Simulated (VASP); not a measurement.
Wanted: the native input for a VASP 6.6.1 run.

```yaml
Task: single point
Functional: PBE
Potentials_or_basis: VASP PAW PBE potentials, release 64 (As)
Cutoff: 520 eV
k_mesh: 9 × 9 × 1
Occupations: gaussian, width 0.02 eV
Spin: no spin polarisation
Dipole_correction: yes
Further_INCAR_settings: ALGO = Normal; EDIFF = 1e-07; NBANDS = 12
```

The structure of As lies in POSCAR:

```
As
1.0
    3.4390000000      0.0000000000      0.0000000000
   -1.7195000000      2.9782613636      0.0000000000
    0.0000000000      0.0000000000     28.0000000000
As
2
Direct
    0.3333333333      0.6666666667      0.5053214286
    0.6666666667      0.3333333333      0.4946785714
```

The input as run:

INCAR

```
ALGO = Normal ; DIPOL = 0.5 0.5 0.500
EDIFF = 1E-7 ; ENCUT = 520
GGA = PE ; IDIPOL = 3
ISIF = 2 ; ISMEAR = 0
LASPH = True ; LCHARG = False
LDIPOL = True ; LREAL = False
LWAVE = False ; NBANDS = 12
NELM = 60 ; PREC = Accurate
SIGMA = 0.02
```

KPOINTS

```
k-points
0
Gamma
  9 9 1
```

Potentials or basis: VASP PAW PBE potentials, release 64 (As).

The run is started by

```console
$ cat potpaw_PBE.64/As/POTCAR > POTCAR
$ mpirun -np 1 vasp_std > vasp.out
```

It gave:

```
Largest force          : 4.341 eV/Å
Band gap on the k mesh : zero (bands 5 and 6 overlap by 2.14 eV)
```

Wall time 89 s on 1 thread of Intel(R) Xeon(R) Platinum 8259CL CPU @ 2.50GHz (Skylake/Cascade Lake), with other jobs on the host, peak memory 0.39 GiB.
